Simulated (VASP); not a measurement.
# Y in VASP: settings compared

The runs below take Y through single point, with PBE, LDA.

Everything below comes from runs of VASP 6.6.1. Logs are shortened: lines on timing, memory, paths and dates and some standing lists are left out, and cuts for length are marked.

### 1 The cell of the first run

Symmetry: P6_3/mmc, No. 194, hexagonal system. Conventional cell: a = 3.656 Å, b = 3.656 Å, c = 5.675 Å, α = 90.00°, β = 90.00°, γ = 120.00°. Y (site symmetry -6m2) has 12 Y at 3.54 to 3.66 Å within 4.6 Å.

### 2 Single point, PBE

Contents of INCAR:

```
PREC = Accurate
ENCUT = 520
EDIFF = 1E-6
ISMEAR = 0
SIGMA = 0.1
LREAL = False
LASPH = True
NELM = 80
ALGO = Fast
ISIF = 2
LWAVE = False
LCHARG = True
GGA = PE
LELF = True
LVHAR = True
NBANDS = 18
```

Contents of KPOINTS:

```
Automatic mesh
0
Gamma
  12 12 8
```

Contents of POSCAR:

```
Y
1.0
    3.6562893355      0.0000000000      0.0000000000
   -1.8281446677      3.1664394481      0.0000000000
    0.0000000000      0.0000000000      5.6749813410
Y
2
Direct
    0.3333333333      0.6666666667      0.2500000000
    0.6666666667      0.3333333333      0.7500000000
```

Potentials or basis: VASP PAW PBE potentials, release 64 (Y_sv).

Started as:

```sh
cat potpaw_PBE.64/Y_sv/POTCAR > POTCAR
mpirun -np 1 vasp_std > vasp.out
```

OUTCAR:

```text
PREC = Accurate
   ENCUT = 520
   EDIFF = 1E-6
   ISMEAR = 0
   LREAL = False
   LASPH = True
   NELM = 80
   ISIF = 2
   GGA = PE

 ion  position               nearest neighbor table
   1  0.333  0.667  0.250-   2 3.54   2 3.54   2 3.54   2 3.54   2 3.54   2 3.54
   2  0.667  0.333  0.750-   1 3.54   1 3.54   1 3.54   1 3.54   1 3.54   1 3.54

  LATTYP: Found a hexagonal cell.
 ALAT       =     3.6562893355
 C/A-ratio  =     1.5521149505

  Lattice vectors:

 A1 = (   3.6562893355,   0.0000000000,   0.0000000000)
 A2 = (  -1.8281446677,   3.1664394481,   0.0000000000)
 A3 = (   0.0000000000,   0.0000000000,   5.6749813410)

Analysis of symmetry for initial positions (statically):
=====================================================================
 Subroutine PRICEL returns:
 Original cell was already a primitive cell.

 Routine SETGRP: Setting up the symmetry group for a
 hexagonal supercell.

 Subroutine GETGRP returns: Found 24 space group operations
 (whereof 12 operations were pure point group operations)
 out of a pool of 24 trial point group operations.

The static configuration has the point symmetry D_3d.
 The point group associated with its full space group is D_6h.

Analysis of symmetry for dynamics (positions and initial velocities):
=====================================================================
 Subroutine PRICEL returns:
 Original cell was already a primitive cell.

 Routine SETGRP: Setting up the symmetry group for a
 hexagonal supercell.

 Subroutine GETGRP returns: Found 24 space group operations
 (whereof 12 operations were pure point group operations)
 out of a pool of 24 trial point group operations.

The dynamic configuration has the point symmetry D_3d.
 The point group associated with its full space group is D_6h.

 Subroutine INISYM returns: Found 24 space group operations
 (whereof 12 operations are pure point group operations),
 and found     1 'primitive' translations

----------------------------------------------------------------------------------------

                                     Primitive cell

  volume of cell :      65.7016

  direct lattice vectors                    reciprocal lattice vectors
[... 77 lines left out ...]
 SYSTEM =  unknown system
   PREC   = accura    normal or accurate (medium, high low for compatibility)
   ISTART =      0    job   : 0-new  1-cont  2-samecut
   ICHARG =      2    charge: 1-file 2-atom 10-const
   ISPIN  =      1    spin polarized calculation?
   LNONCOLLINEAR =      F non collinear calculations
   LSORBIT =      F    spin-orbit coupling
   LASPH  =      T    aspherical Exc in radial PAW
   ENCUT  =  520.0 eV  38.22 Ry    6.18 a.u.   6.80  6.80 10.55*2*pi/ulx,y,z
   NELM   =     80;   NELMIN=  2; NELMDL= -5     # of ELM steps
   EDIFF  = 0.1E-05   stopping-criterion for ELM
   LREAL  =      F    real-space projection
   EDIFFG = 0.1E-04   stopping-criterion for IOM
   NSW    =      0    number of steps for IOM
   IBRION =     -1    ionic relax: 0-MD 1-quasi-New 2-CG
   NFREE  =      0    steps in history (QN), initial steepest desc. (CG)
   ISIF   =      2    stress and relaxation
   ISYM   =      2    0-nonsym 1-usesym 2-fastsym
   POTIM  = 0.5000    time-step for ionic-motion
   TEBEG  =    0.0;   TEEND  =   0.0 temperature during run
   PSTRESS=    0.0 pullay stress
   NELECT =      22.0000    total number of electrons
   NUPDOWN=      -1.0000    fix difference up-down
   EMIN   =  10.00;   EMAX   =-10.00  energy-range for DOS
   EFERMI =   0.00;   METHOD = LEGACY
   ISMEAR =     0;   SIGMA  =   0.10  broadening in eV -4-tet -1-fermi 0-gaus
   EFERMI_NEDOS =   21; number of points for ismear=-14 and -15
   IALGO  =     68    algorithm
   IMIX   =      4    mixing-type and parameters
     AMIX     =   0.40;   BMIX     =  1.00
     AMIX_MAG =   1.60;   BMIX_MAG =  1.00
  volume/ion in A,a.u.               =      32.85       221.69
  Fermi-wavevector in a.u.,A,eV,Ry     =   1.136816  2.148271 17.583510  1.292352
  Thomas-Fermi vector in A             =   2.273521
   LORBIT       =      0    0 simple, 1 ext, 2 COOP (PROOUT), +10 PAW based schemes
   GGA     = PE    functional components
   LHFCALC =     F    Hartree Fock is set to
   AEXX    =    0.0000 exact exchange contribution
   IVDW    =     0    specifies the selected vdW correction
   LEPSILON=     F    determine dielectric tensor
   LRPA    =     F    only Hartree local field effects (RPA)
 non-spin polarized calculation
 RMM-DIIS sequential band-by-band and
 Gauss-broadening in eV      SIGMA  =   0.10
  energy-cutoff  :      520.00
  volume of cell :       65.70
 maximum number of plane-waves:      1788
 NGX is ok and might be reduce to    28
   NGX = 13   NGY = 13   NGZ = 21

 number of electron      22.0000000 magnetization

 Free energy of the ion-electron system (eV)
  ---------------------------------------------------
  ext. energy  EPLUGINS =         0.00000000
  ---------------------------------------------------
  free energy    TOTEN  =       -12.87650186 eV

  energy without entropy =      -12.85880119  energy(sigma->0) =      -12.86765152

 E-fermi :   2.9966     XC(G=0):  -9.4260

 val. band max:        2.9946109022   @ k =   0.3333   0.1667   0.2500
 cond. band min:       3.0063398434   @ k =   0.2500   0.1667   0.2500
 fundamental gap:      0.0117289412
 Fermi energy:         2.9965921743

 k-point     1 :       0.0000    0.0000    0.0000
  band No.  band energies     occupation
      1     -39.6925      2.00000
      2     -39.6163      2.00000
      3     -19.9730      2.00000
      4     -19.4994      2.00000
      5     -19.4994      2.00000
      6     -19.4053      2.00000
[... 481 lines left out ...]
      5     -19.6839      2.00000
      6     -19.5815      2.00000
[... 10 lines left out ...]
     17       6.9193      0.00000
     18       7.0565      0.00000

 [... further k-points ...]
[... 5 lines left out ...]
  --------------------------------------------------------------------------------------
  -------------------------------------------------------------------------------------
  Total       -0.0437475     -0.0437475     -0.0395460     -0.0000000      0.0000000      0.0000000
  in kB       -1.0668119     -1.0668119     -0.9643559     -0.0000000      0.0000000      0.0000000
  external PRESSURE =      -1.0326599 kB  Pullay stress =       0.0000000 kB

 VOLUME and BASIS-vectors are now :
 -----------------------------------------------------------------------------
  energy-cutoff  :      520.00
  volume of cell :       65.70
      direct lattice vectors                 reciprocal lattice vectors
     3.656289335  0.000000000  0.000000000     0.273501331  0.157906067  0.000000000
    -1.828144668  3.166439448  0.000000000     0.000000000  0.315812134  0.000000000
     0.000000000  0.000000000  5.674981341     0.000000000  0.000000000  0.176212033

 POSITION                                       TOTAL-FORCE (eV/Angst)
 -----------------------------------------------------------------------------------
     -0.00000      2.11096      1.41875        -0.000000     -0.000000      0.000000
      1.82814      1.05548      4.25624         0.000000      0.000000      0.000000
 -----------------------------------------------------------------------------------
    total drift:                               -0.000000      0.000000     -0.000000

  FREE ENERGIE OF THE ION-ELECTRON SYSTEM (eV)
  ---------------------------------------------------
  free  energy   TOTEN  =       -12.8765018560 eV

  energy  without entropy=      -12.8588011851  energy(sigma->0) =      -12.86765152
```

OSZICAR:

```text
N       E                     dE             d eps       ncg     rms          rms(c)
DAV:   1     0.872749585660E+02    0.87275E+02   -0.11190E+04  3420   0.115E+03
DAV:   2    -0.577966956657E+01   -0.93055E+02   -0.91529E+02  4268   0.257E+02
DAV:   3    -0.130559044337E+02   -0.72762E+01   -0.72010E+01  5942   0.431E+01
DAV:   4    -0.132676564537E+02   -0.21175E+00   -0.21159E+00  4228   0.732E+00
DAV:   5    -0.132726526588E+02   -0.49962E-02   -0.49944E-02  4932   0.890E-01    0.329E+01
RMM:   6    -0.129404993934E+02    0.33215E+00   -0.39218E-01  3666   0.353E+00    0.206E+01
RMM:   7    -0.128921828855E+02    0.48317E-01   -0.10240E+00  4621   0.559E+00    0.178E+00
RMM:   8    -0.128742005513E+02    0.17982E-01   -0.13088E-01  3991   0.219E+00    0.746E-01
RMM:   9    -0.128762314135E+02   -0.20309E-02   -0.25032E-02  5358   0.711E-01    0.508E-01
RMM:  10    -0.128789553819E+02   -0.27240E-02   -0.11117E-02  6071   0.383E-01    0.188E+00
RMM:  11    -0.128763416632E+02    0.26137E-02   -0.45966E-03  4814   0.578E-01    0.187E-01
RMM:  12    -0.128764981075E+02   -0.15644E-03   -0.65250E-04  5719   0.156E-01    0.291E-01
RMM:  13    -0.128764890991E+02    0.90084E-05   -0.30437E-04  6070   0.823E-02    0.142E-01
RMM:  14    -0.128764892867E+02   -0.18760E-06   -0.14105E-04  5858   0.665E-02    0.190E-02
RMM:  15    -0.128764963567E+02   -0.70700E-05   -0.63584E-05  5782   0.282E-02    0.700E-03
RMM:  16    -0.128764994250E+02   -0.30683E-05   -0.31293E-05  4681   0.156E-02    0.886E-03
RMM:  17    -0.128765009184E+02   -0.14934E-05   -0.14331E-05  4234   0.116E-02    0.509E-03
RMM:  18    -0.128765018560E+02   -0.93767E-06   -0.88518E-06  3476   0.789E-03
   1 F= -.12876502E+02 E0= -.12867652E+02  d E =-.177007E-01
```

It took 67 s on 1 thread of Intel Xeon 6975P-C (Granite Rapids), shared host; peak memory 0.26 GiB.

Results:

* Free energy: -12.8765 eV
* Pressure: -0.1 GPa
* Band gap on the k mesh: zero (band 11 reaches 3.99 eV, above the bottom of band 12 at 2.54 eV)

[end of part 1 of 2]
